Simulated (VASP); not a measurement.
Input of a VASP 6.6.1 run:

The input INCAR:

```
SYSTEM = Ge2Sb2Te5
  PREC = Accurate
  ENCUT = 520
  EDIFF = 1E-6
  ISMEAR = 0
  SIGMA = 0.014
  LREAL = .FALSE.
  LASPH = .TRUE.
  NELM = 80
  ALGO = Normal
  ISIF = 2
  LWAVE = .FALSE.
  LCHARG = .TRUE.
  GGA = PE
  LELF = .TRUE.
  LVHAR = .TRUE.
  NBANDS = 44
```

The input KPOINTS:

```
regular mesh
0
G
  7 7 2
  0 0 0
```

Contents of POSCAR:

```
Ge2Sb2Te5
1.0
    4.2940644248      0.0000000000      0.0000000000
   -2.1470322124      3.7187688774      0.0000000000
    0.0000000000      0.0000000000     17.1013460000
Te Sb Ge
5 2 2
Direct
    0.6666666667      0.3333333333      0.4198920000
    0.3333333333      0.6666666667      0.5801080000
    0.3333333333      0.6666666667      0.2015420000
    0.6666666667      0.3333333333      0.7984580000
    0.0000000000      0.0000000000      0.0000000000
    0.0000000000      0.0000000000      0.3200680000
    0.0000000000      0.0000000000      0.6799320000
    0.6666666667      0.3333333333      0.1028950000
    0.3333333333      0.6666666667      0.8971050000
```

Potentials or basis: VASP PAW PBE potentials, release 64 (Te, Sb, Ge_d).

Launch:

```sh
$ cat potpaw_PBE.64/Te/POTCAR potpaw_PBE.64/Sb/POTCAR potpaw_PBE.64/Ge_d/POTCAR > POTCAR
$ mpirun -np 1 vasp_std > vasp.out
```

Task: What does it give for the pressure?

Result: 0.4 GPa.

Task: What does it give for the band gap on the k mesh?

Result: 0.27 eV.

Task: Predict the largest force.

Result: 0.091 eV/Å.

Forces on the atoms (eV/Å):
```
Te   0.000  0.000 -0.036
Te   0.000  0.000  0.036
Te   0.000  0.000 -0.032
Te   0.000  0.000  0.032
Te   0.000  0.000  0.000
Sb   0.000  0.000 -0.087
Sb   0.000  0.000  0.087
Ge   0.000  0.000 -0.091
Ge   0.000  0.000  0.091
```

Caveat: spin-orbit coupling is left out, which moves the levels of the heavy elements. A k mesh can miss the band edges.
